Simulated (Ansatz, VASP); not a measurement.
Given: the input of a run of VASP 6.6.1 on CdSe.

INCAR

```
PREC = Accurate
ENCUT = 520
EDIFF = 1E-7
ISMEAR = -1
SIGMA = 0.05
LREAL = False
LASPH = True
NELM = 60
ALGO = Normal
ISIF = 2
LWAVE = False
LCHARG = True
GGA = B5
ALDAX = 1.0
AGGAX = 1.0
AGGAC = 1.0
ALDAC = 0.0
LELF = True
LVHAR = True
NBANDS = 16
```

KPOINTS

```
Automatic mesh
0
Gamma
  8 8 8
```

The input POSCAR:

```
CdSe
1.0
    0.0000000000      3.0287759606      3.0287759606
    3.0287759606      0.0000000000      3.0287759606
    3.0287759606      3.0287759606      0.0000000000
Cd Se
1 1
Direct
    0.0000000000      0.0000000000      0.0000000000
    0.2500000000      0.2500000000      0.2500000000
```

Potentials or basis: VASP PAW PBE potentials, release 64 (Cd, Se).

Launch:

```sh
$ cat potpaw_PBE.64/Cd/POTCAR potpaw_PBE.64/Se/POTCAR > POTCAR
$ mpirun -np 1 vasp_std > vasp.out
```

Problem. Translate it to Ansatz 0.2.0. Potentials there: Ansatz PAW.

Solution. As run (the cutoff follows the program's own potentials):

The input input.yaml:

```yaml
crystal:
  lattice:
    - [0.0, 3.0287759606, 3.0287759606]
    - [3.0287759606, 0.0, 3.0287759606]
    - [3.0287759606, 3.0287759606, 0.0]
  atoms:
    - { symbol: Cd, position: [0.0, 0.0, 0.0] }
    - { symbol: Se, position: [0.25, 0.25, 0.25] }
hamiltonian:
  xc: blyp
  pseudopotentials: { kind: paw }
kpoints:
  mp_grid: { grid: [8, 8, 8] }
scf:
  occupations: { method: fermi_dirac, width: 0.05 }
output:
  forces: true
  stress: true
  eigenvalues: true
```

Potentials or basis: Ansatz PAW.

Command:

```console
$ ansatz run input.yaml --threads 2 --pin off --max-ram 5120MiB --backend cpu --events-out ev --progress --plain --runs-dir out
```

Both were run:

|  | VASP | Ansatz | Ansatz less VASP |
| --- | --- | --- | --- |
| gap on the k mesh at the Fermi level (eV) | 0.60 | 0.57 | -0.031 |
| least direct gap on the mesh (eV) | 0.60 | 0.57 | -0.031 |
| pressure (GPa) | 7.0 | 6.5 | -0.48 |

VASP's potentials were made for PBE, not for BLYP. The functional is the same, so the differences come from potentials, cutoffs and numerics. VASP's potentials hold 18 valence electrons a cell and Ansatz's 36, so a difference there can come from the potentials and not from the codes.
